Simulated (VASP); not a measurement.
Wanted: the native input for a VASP 6.6.1 run.

```
Task                   : single point
Functional             : PBE
Potentials or basis    : VASP PAW PBE potentials, release 64 (Rb_sv, Br)
Cutoff                 : 520 eV
k mesh                 : 6 × 6 × 6
Occupations            : gaussian, width 0.05 eV
Spin                   : no spin polarisation
Dipole correction      : no
Further INCAR settings : ALGO = Normal; EDIFF = 1e-06; NBANDS = 15
```

The structure of RbBr lies in POSCAR:

```
RbBr
1.0
    3.7805609364      0.0000000000      0.0000000000
    0.0000000000      3.7805609364      0.0000000000
    0.0000000000      0.0000000000      4.9147292174
Rb Br
1 1
Direct
    0.0000000000      0.0000000000      0.0000000000
    0.5000000000      0.5000000000      0.5000000000
```

This cell differs from its parent crystal: ratio of the length along z to the lengths across it x 1.3, volume and fractional coordinates fixed.

One way to write it, as run:

INCAR

```
PREC     = Accurate       # precision mode
ENCUT    = 520            # plane-wave cutoff, eV
EDIFF    = 1E-6           # SCF threshold, eV
ISMEAR   = 0              # smearing method
SIGMA    = 0.05           # smearing width, eV
LREAL    = False          # projectors in reciprocal space
LASPH    = True           # aspherical terms in the spheres
NELM     = 60             # most SCF steps
ALGO     = Normal         # electronic algorithm
ISIF     = 2              # what is computed and relaxed
LWAVE    = False          # write WAVECAR
LCHARG   = False          # write CHGCAR
GGA      = PE             # functional
NBANDS   = 15             # bands
```

KPOINTS

```
regular mesh
0
Gamma
  6 6 6
```

Potentials or basis: VASP PAW PBE potentials, release 64 (Rb_sv, Br).

Command:

```bash
$ cat potpaw_PBE.64/Rb_sv/POTCAR potpaw_PBE.64/Br/POTCAR > POTCAR
$ mpirun -np 1 vasp_std > vasp.out
```

Results of the run:

```json
{
 "Pressure": "0.8 GPa",
 "Band gap on the k mesh": "2.71 eV, indirect (least direct gap 2.92 eV)"
}
```

It took 17 s on 1 thread of Intel(R) Xeon(R) Platinum 8488C (Sapphire Rapids) (shared host), peak memory 0.2 GiB.
